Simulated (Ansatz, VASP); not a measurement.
## Pb in VASP and in Ansatz

```
CELL_PARAMETERS angstrom
0.00000 2.49779 2.49779
2.49779 0.00000 2.49779
2.49779 2.49779 0.00000
ATOMIC_POSITIONS crystal
Pb 0.00000 0.00000 0.00000
```

Alike in both runs: functional r2SCAN; k mesh 14 × 14 × 14; occupations gaussian, width 0.1 eV; no spin polarisation.

Ansatz relaxed the structure, and its values are those at the end. VASP's run is a single point on that final structure, the one shown.

|  | VASP | Ansatz |
| --- | --- | --- |
| version | VASP 6.6.1 | Ansatz 0.2.0 |
| potentials or method | VASP PAW PBE potentials, release 64 (Pb_d), cutoff 520 eV | scalar-relativistic, plane waves, PAW |
| valence electrons in the cell | 14 | 14 |

|  | VASP | Ansatz | Ansatz less VASP |
| --- | --- | --- | --- |
| gap on the k mesh at the Fermi level (eV) | none | none | - |
| pressure (GPa) | 0.0 | 0.0 | +0.01 |

VASP's potentials were made for PBE, not for r2SCAN. A gap of «none» marks a metal or a gap that the smearing closes. With one functional, cell and mesh, what is left measures potentials, basis and numerics.

Neither program's run includes spin-orbit coupling.
